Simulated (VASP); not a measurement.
# KRb2 (Fm-3m) in VASP: further runs

KRb2 is run at these levels: PBE; tasks: single point, relaxation of cell and atoms.

Program: VASP 6.6.1. These are calculated values, not measurements. Logs are shortened: lines on timing, memory, paths and dates and some standing lists are left out, and cuts for length are marked.

## Step 1: The cell of the first run

Symmetry: Fm-3m, No. 225, cubic system. Conventional cell: a = 7.805 Å, b = 7.805 Å, c = 7.805 Å, α = 90.00°, β = 90.00°, γ = 90.00°. K (site symmetry m-3m) has 8 Rb at 3.38 Å within 4.4 Å. Within 4.4 Å of Rb (site symmetry -43m) lie 4 K at 3.38 Å and 6 Rb at 3.90 Å.

The cell was generated, and may not be a known phase.

## Step 2: Single point, PBE

Input file INCAR:

```
SYSTEM = KRb2
PREC = Accurate
ENCUT = 520
EDIFF = 1E-6
ISMEAR = 0
SIGMA = 0.1
LREAL = .FALSE.
LASPH = .TRUE.
NELM = 80
ALGO = Normal
ISIF = 2
LWAVE = .FALSE.
LCHARG = .FALSE.
GGA = PE
NBANDS = 20
```

Input file KPOINTS:

```
regular mesh
0
G
  4 4 4
  0 0 0
```

Input file POSCAR:

```
KRb2
1.0
    0.0000000000      3.9025634400      3.9025634400
    3.9025634400      0.0000000000      3.9025634400
    3.9025634400      3.9025634400      0.0000000000
K Rb
1 2
Direct
    0.0000000000      0.0000000000      0.0000000000
    0.7500000000      0.7500000000      0.7500000000
    0.2500000000      0.2500000000      0.2500000000
```

Potentials or basis: VASP PAW PBE potentials, release 64 (K_sv, Rb_sv).

Run with:

```console
> cat potpaw_PBE.64/K_sv/POTCAR potpaw_PBE.64/Rb_sv/POTCAR > POTCAR
> mpirun -np 1 vasp_std > vasp.out
```

OUTCAR:

```text
SYSTEM = KRb2
   PREC = Accurate
   ENCUT = 520
   EDIFF = 1E-6
   ISMEAR = 0
   LREAL = .FALSE.
   LASPH = .TRUE.
   NELM = 80
   ISIF = 2
   GGA = PE

 ion  position               nearest neighbor table
   1  0.000  0.000  0.000-   2 3.38   3 3.38   2 3.38   2 3.38   2 3.38   3 3.38   3 3.38   3 3.38

   2  0.750  0.750  0.750-   1 3.38   1 3.38   1 3.38   1 3.38   3 3.90   3 3.90   3 3.90   3 3.90
                             3 3.90   3 3.90
   3  0.250  0.250  0.250-   1 3.38   1 3.38   1 3.38   1 3.38   2 3.90   2 3.90   2 3.90   2 3.90
                             2 3.90   2 3.90

  LATTYP: Found a face centered cubic cell.
 ALAT       =     7.8051268800

  Lattice vectors:

 A1 = (   0.0000000000,   3.9025634400,   3.9025634400)
 A2 = (   3.9025634400,   0.0000000000,   3.9025634400)
 A3 = (   3.9025634400,   3.9025634400,   0.0000000000)

Analysis of symmetry for initial positions (statically):
=====================================================================
 Subroutine PRICEL returns:
 Original cell was already a primitive cell.

 Routine SETGRP: Setting up the symmetry group for a
 face centered cubic supercell.

 Subroutine GETGRP returns: Found 48 space group operations
 (whereof 48 operations were pure point group operations)
 out of a pool of 48 trial point group operations.

The static configuration has the point symmetry O_h .

Analysis of symmetry for dynamics (positions and initial velocities):
=====================================================================
 Subroutine PRICEL returns:
 Original cell was already a primitive cell.

 Routine SETGRP: Setting up the symmetry group for a
 face centered cubic supercell.

 Subroutine GETGRP returns: Found 48 space group operations
 (whereof 48 operations were pure point group operations)
 out of a pool of 48 trial point group operations.

The dynamic configuration has the point symmetry O_h .

 Subroutine INISYM returns: Found 48 space group operations
 (whereof 48 operations are pure point group operations),
 and found     1 'primitive' translations

----------------------------------------------------------------------------------------

                                     Primitive cell

  volume of cell :     118.8721

  direct lattice vectors                    reciprocal lattice vectors
     0.000000000  3.902563440  3.902563440    -0.128120915  0.128120915  0.128120915
     3.902563440  0.000000000  3.902563440     0.128120915 -0.128120915  0.128120915
     3.902563440  3.902563440  0.000000000     0.128120915  0.128120915 -0.128120915

  length of vectors
     5.519058145  5.519058145  5.519058145     0.221911935  0.221911935  0.221911935

  position of ions in fractional coordinates (direct lattice)
     0.000000000  0.000000000  0.000000000
     0.750000000  0.750000000  0.750000000
     0.250000000  0.250000000  0.250000000

  ion indices of the primitive-cell ions
   primitive index   ion index
                 1           1
                 2           2
                 3           3

----------------------------------------------------------------------------------------

 KPOINTS: regular mesh

Automatic generation of k-mesh.
 Grid dimensions read from file:
 generate k-points for:    4    4    4

 Generating k-lattice:

  Cartesian coordinates                     Fractional coordinates (reciprocal lattice)
    -0.032030229  0.032030229  0.032030229     0.250000000  0.000000000  0.000000000
     0.032030229 -0.032030229  0.032030229     0.000000000  0.250000000  0.000000000
     0.032030229  0.032030229 -0.032030229     0.000000000  0.000000000  0.250000000

  Length of vectors
     0.055477984  0.055477984  0.055477984

  Shift w.r.t. Gamma in fractional coordinates (k-lattice)
     0.000000000  0.000000000  0.000000000

 Subroutine IBZKPT returns following result:
 ===========================================

 Found      8 irreducible k-points:

 Following reciprocal coordinates:
            Coordinates               Weight
  0.000000  0.000000  0.000000      1.000000
  0.250000  0.000000  0.000000      8.000000
  0.500000  0.000000  0.000000      4.000000
  0.250000  0.250000  0.000000      6.000000
  0.500000  0.250000  0.000000     24.000000
 -0.250000  0.250000  0.000000     12.000000
  0.500000  0.500000  0.000000      3.000000
 -0.250000  0.500000  0.250000      6.000000
   k-points           NKPTS =      8   k-points in BZ     NKDIM =      8   number of bands    NBANDS=     20
   number of dos      NEDOS =    301   number of ions     NIONS =      3
   total plane-waves  NPLWV =  74088
   dimension x,y,z NGX =    42 NGY =   42 NGZ =   42
   dimension x,y,z NGXF=    84 NGYF=   84 NGZF=   84
   ions per type =               1   2
   NGX,Y,Z   is equivalent  to a cutoff of  12.65, 12.65, 12.65 a.u.
   NGXF,Y,Z  is equivalent  to a cutoff of  25.30, 25.30, 25.30 a.u.
 SYSTEM =  KRb2
   PREC   = accura    normal or accurate (medium, high low for compatibility)
   ISTART =      0    job   : 0-new  1-cont  2-samecut
   ICHARG =      2    charge: 1-file 2-atom 10-const
   ISPIN  =      1    spin polarized calculation?
   LNONCOLLINEAR =      F non collinear calculations
   LSORBIT =      F    spin-orbit coupling
   LASPH  =      T    aspherical Exc in radial PAW
   ENCUT  =  520.0 eV  38.22 Ry    6.18 a.u.  10.26 10.26 10.26*2*pi/ulx,y,z
   NELM   =     80;   NELMIN=  2; NELMDL= -5     # of ELM steps
   EDIFF  = 0.1E-05   stopping-criterion for ELM
   LREAL  =      F    real-space projection
   EDIFFG = 0.1E-04   stopping-criterion for IOM
   NSW    =      0    number of steps for IOM
   IBRION =     -1    ionic relax: 0-MD 1-quasi-New 2-CG
   NFREE  =      0    steps in history (QN), initial steepest desc. (CG)
   ISIF   =      2    stress and relaxation
   ISYM   =      2    0-nonsym 1-usesym 2-fastsym
   POTIM  = 0.5000    time-step for ionic-motion
   TEBEG  =    0.0;   TEEND  =   0.0 temperature during run
   PSTRESS=    0.0 pullay stress
   NELECT =      27.0000    total number of electrons
   NUPDOWN=      -1.0000    fix difference up-down
   EMIN   =  10.00;   EMAX   =-10.00  energy-range for DOS
   EFERMI =   0.00;   METHOD = LEGACY
   ISMEAR =     0;   SIGMA  =   0.10  broadening in eV -4-tet -1-fermi 0-gaus
   EFERMI_NEDOS =   21; number of points for ismear=-14 and -15
   IALGO  =     38    algorithm
   IMIX   =      4    mixing-type and parameters
     AMIX     =   0.40;   BMIX     =  1.00
     AMIX_MAG =   1.60;   BMIX_MAG =  1.00
  volume/ion in A,a.u.               =      39.62       267.40
  Fermi-wavevector in a.u.,A,eV,Ry     =   0.998856  1.887564 13.574707  0.997713
  Thomas-Fermi vector in A             =   2.131107
   LORBIT       =      0    0 simple, 1 ext, 2 COOP (PROOUT), +10 PAW based schemes
   GGA     = PE    functional components
   LHFCALC =     F    Hartree Fock is set to
   AEXX    =    0.0000 exact exchange contribution
   IVDW    =     0    specifies the selected vdW correction
   LEPSILON=     F    determine dielectric tensor
   LRPA    =     F    only Hartree local field effects (RPA)
 non-spin polarized calculation
 Gauss-broadening in eV      SIGMA  =   0.10
  energy-cutoff  :      520.00
  volume of cell :      118.87
 maximum number of plane-waves:      3250
 NGX is ok and might be reduce to    42
   NGX = 21   NGY = 21   NGZ = 21

 number of electron      27.0000000 magnetization

 Free energy of the ion-electron system (eV)
  ---------------------------------------------------
  ext. energy  EPLUGINS =         0.00000000
  ---------------------------------------------------
  free energy    TOTEN  =         0.09933970 eV

  energy without entropy =        0.10388403  energy(sigma->0) =        0.10161187

 E-fermi :   2.6222     XC(G=0):  -7.7709

 val. band max:        2.4104139401   @ k =   0.5000   0.2500   0.0000
 cond. band min:       2.7066927161   @ k =   0.2500   0.2500   0.0000
 fundamental gap:      0.2962787759
 Fermi energy:         2.6221727063

 k-point     1 :       0.0000    0.0000    0.0000
  band No.  band energies     occupation
      1     -30.5822      2.00000
      2     -26.6878      2.00000
      3     -26.5837      2.00000
      4     -14.1630      2.00000
      5     -14.1630      2.00000
      6     -14.1630      2.00000
[... 12 lines left out ...]
     19       5.7915      0.00000
     20       5.7915      0.00000

 k-point     2 :       0.2500    0.0000    0.0000
  band No.  band energies     occupation
      1     -30.5806      2.00000
      2     -26.6746      2.00000
      3     -26.5999      2.00000
      4     -14.1718      2.00000
      5     -14.1718      2.00000
      6     -14.1648      2.00000
[... 12 lines left out ...]
     19       5.1020      0.00000
     20       5.5774      0.00000

 k-point     3 :       0.5000    0.0000    0.0000
  band No.  band energies     occupation
      1     -30.5790      2.00000
      2     -26.6404      2.00000
      3     -26.6372      2.00000
      4     -14.1804      2.00000
      5     -14.1804      2.00000
      6     -14.1640      2.00000
[... 12 lines left out ...]
     19       5.1270      0.00000
     20       5.1386      0.00000

 k-point     4 :       0.2500    0.2500    0.0000
  band No.  band energies     occupation
      1     -30.5801      2.00000
      2     -26.6735      2.00000
      3     -26.6020      2.00000
      4     -14.1836      2.00000
      5     -14.1836      2.00000
      6     -14.1487      2.00000
[... 12 lines left out ...]
     19       4.4238      0.00000
     20       5.8359      0.00000

 k-point     5 :       0.5000    0.2500    0.0000
  band No.  band energies     occupation
      1     -30.5784      2.00000
      2     -26.6524      2.00000
      3     -26.6260      2.00000
      4     -14.1924      2.00000
      5     -14.1875      2.00000
      6     -14.1532      2.00000
[... 12 lines left out ...]
     19       5.2802      0.00000
     20       5.5502      0.00000

 k-point     6 :      -0.2500    0.2500    0.0000
  band No.  band energies     occupation
      1     -30.5790      2.00000
      2     -26.6566      2.00000
      3     -26.6209      2.00000
      4     -14.1806      2.00000
      5     -14.1743      2.00000
      6     -14.1715      2.00000
[... 12 lines left out ...]
     19       5.1090      0.00000
     20       5.2004      0.00000

 k-point     7 :       0.5000    0.5000    0.0000
  band No.  band energies     occupation
      1     -30.5779      2.00000
      2     -26.6590      2.00000
      3     -26.6201      2.00000
      4     -14.2044      2.00000
      5     -14.2044      2.00000
      6     -14.1325      2.00000
[... 12 lines left out ...]
     19       5.3933      0.00000
     20       5.6355      0.00000

 k-point     8 :      -0.2500    0.5000    0.2500
  band No.  band energies     occupation
      1     -30.5779      2.00000
      2     -26.6396      2.00000
      3     -26.6396      2.00000
      4     -14.2051      2.00000
      5     -14.1670      2.00000
      6     -14.1670      2.00000
[... 12 lines left out ...]
     19       5.0986      0.00000
     20       5.5506      0.00000

------------------------ aborting loop because EDIFF is reached ----------------------------------------

  FORCE on cell =-STRESS in cart. coord.  units (eV):
  Direction    XX          YY          ZZ          XY          YZ          ZX
  --------------------------------------------------------------------------------------
  -------------------------------------------------------------------------------------
  Total        6.4398649      6.4398649      6.4398649      0.0000000     -0.0000000      0.0000000
  in kB       86.7975424     86.7975424     86.7975424      0.0000000     -0.0000000      0.0000000
  external PRESSURE =      86.7975424 kB  Pullay stress =       0.0000000 kB

 VOLUME and BASIS-vectors are now :
 -----------------------------------------------------------------------------
  energy-cutoff  :      520.00
  volume of cell :      118.87
      direct lattice vectors                 reciprocal lattice vectors
     0.000000000  3.902563440  3.902563440    -0.128120915  0.128120915  0.128120915
     3.902563440  0.000000000  3.902563440     0.128120915 -0.128120915  0.128120915
     3.902563440  3.902563440  0.000000000     0.128120915  0.128120915 -0.128120915

 POSITION                                       TOTAL-FORCE (eV/Angst)
 -----------------------------------------------------------------------------------
      0.00000      0.00000      0.00000        -0.000000     -0.000000     -0.000000
      5.85385      5.85385      5.85385         0.000000      0.000000      0.000000
      1.95128      1.95128      1.95128        -0.000000      0.000000     -0.000000
 -----------------------------------------------------------------------------------
    total drift:                               -0.000000     -0.000000     -0.000000

  FREE ENERGIE OF THE ION-ELECTRON SYSTEM (eV)
  ---------------------------------------------------
  free  energy   TOTEN  =         0.0993397013 eV

  energy  without entropy=        0.1038840299  energy(sigma->0) =        0.10161187
```

Run time: 31 s. Hardware: 1 thread of Oxide Virtual Turin-like, shared host; peak memory 0.21 GiB.

What came out:

| Item | Value |
| --- | --- |
| Free energy | 0.0993 eV |
| Pressure | 8.7 GPa |
| Band gap on the k mesh | zero (an odd number of electrons rules out a gap without spin polarisation) |

Levels at points of the mesh, in eV from the Fermi level:
| k point | band 11 | band 12 | band 13 | band 14 | band 15 | band 16 |
| --- | --- | --- | --- | --- | --- | --- |
| (0.00, 0.00, 0.00) | -13.19 | -13.19 | -2.98 | 0.63 | 0.63 | 1.23 |
| (0.50, 0.00, 0.00) | -13.37 | -13.37 | -0.65 | -0.63 | 1.23 | 1.23 |
| (0.50, 0.50, 0.00) | -13.18 | -13.13 | -0.54 | -0.45 | 0.58 | 0.58 |

Caveat: the cell stands under pressure.

(Part 1 of 2 ends here.)

The gap in the log of VASP goes by the Fermi energy; the results here count the filled bands.